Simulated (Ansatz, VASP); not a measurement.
Two plane-wave programs on Bi2Te3

Contents of INCAR:

```
SYSTEM = Bi2Te3
PREC     = Accurate       ! precision mode
ENCUT    = 400            ! plane-wave cutoff, eV
EDIFF    = 1E-6           ! SCF threshold, eV
ISMEAR   = 0              ! smearing method
SIGMA    = 0.1            ! smearing width, eV
LREAL    = .FALSE.        ! projectors in reciprocal space
LASPH    = .TRUE.         ! aspherical terms in the spheres
NELM     = 120            ! most SCF steps
ALGO     = Normal         ! electronic algorithm
ISIF     = 2              ! what is computed and relaxed
LWAVE    = .FALSE.        ! write WAVECAR
LCHARG   = .TRUE.         ! write CHGCAR
LDIPOL   = .TRUE.       
IDIPOL   = 3            
DIPOL    = 0.5 0.5 0.500
GGA      = PE             ! functional
LELF     = .TRUE.         ! ELF
LVHAR    = .TRUE.       
LVACPOTAV= .TRUE.       
NBANDS   = 59             ! bands
GGA_COMPAT= .FALSE.      
NELMDL   = -8
```

KPOINTS

```
regular mesh
0
G
  9 9 1
  0 0 0
```

File POSCAR:

```
Bi2Te3
1.0
    4.4688133036      0.0000000000      0.0000000000
   -2.2344066518      3.8701058457      0.0000000000
    0.0000000000      0.0000000000     20.4659164882
Bi Te
4 6
Direct
    0.6666666667      0.3333333333      0.0732925887
    0.0000000000      0.0000000000      0.4450938142
    0.3333333333      0.6666666667      0.5549061858
    0.6666666667      0.3333333333      0.9267074113
    0.0000000000      0.0000000000      0.1608320450
    0.3333333333      0.6666666667      0.2591939273
    0.6666666667      0.3333333333      0.3575538432
    0.6666666667      0.3333333333      0.6424456420
    0.0000000000      0.0000000000      0.7408075244
    0.3333333333      0.6666666667      0.8391674402
```

Input for Ansatz:

```yaml
crystal:
  lattice:
    - [4.4688133036, 0.0, 0.0]
    - [-2.2344066518, 3.8701058457, 0.0]
    - [0.0, 0.0, 20.4659164882]
  atoms:
    - { symbol: Bi, position: [0.6666666667, 0.3333333333, 0.0732925887] }
    - { symbol: Te, position: [0.0, 0.0, 0.160832045] }
    - { symbol: Te, position: [0.3333333333, 0.6666666667, 0.2591939273] }
    - { symbol: Te, position: [0.6666666667, 0.3333333333, 0.3575538432] }
    - { symbol: Bi, position: [0.0, 0.0, 0.4450938142] }
    - { symbol: Bi, position: [0.3333333333, 0.6666666667, 0.5549061858] }
    - { symbol: Te, position: [0.6666666667, 0.3333333333, 0.642445642] }
    - { symbol: Te, position: [0.0, 0.0, 0.7408075244] }
    - { symbol: Te, position: [0.3333333333, 0.6666666667, 0.8391674402] }
    - { symbol: Bi, position: [0.6666666667, 0.3333333333, 0.9267074113] }
basis:
  ecutwfc: 420
kpoints:
  mp_grid: { grid: [9, 9, 1] }
hamiltonian:
  xc: pbe
scf:
  occupations: { method: gaussian, width: 0.1 }
  max_iter: 76
output:
  forces: true
  stress: true
  eigenvalues: true
efield:
  axis: 3
  dipole_correction: true
  ramp_width: 0.04
```

Alike in both runs: task single point; functional PBE; k mesh 9 × 9 × 1; occupations gaussian, width 0.1 eV; no spin polarisation.

|  | VASP | Ansatz |
| --- | --- | --- |
| version | VASP 6.6.1 | Ansatz 0.2.0 |
| potentials or method | VASP PAW PBE potentials, release 64 (Bi_d, Te), cutoff 400 eV | scalar-relativistic, plane waves, PAW |
| valence electrons in the cell | 96 | 156 |

Ansatz gave:

```
gap on the k mesh at the Fermi level (eV) : none
rms of the force components (eV/Å)        : 0.236
```

Question: Estimate VASP's values.

Answer: gap on the k mesh at the Fermi level (eV): none; rms of the force components (eV/Å): 0.237.

A gap of «none» marks a metal or a gap that the smearing closes. VASP's potentials hold 96 valence electrons a cell and Ansatz's 156, so a difference there can come from the potentials and not from the codes. Ansatz's warnings: vacuum below fermi, vacuum density over bound.

Neither program's run includes spin-orbit coupling.
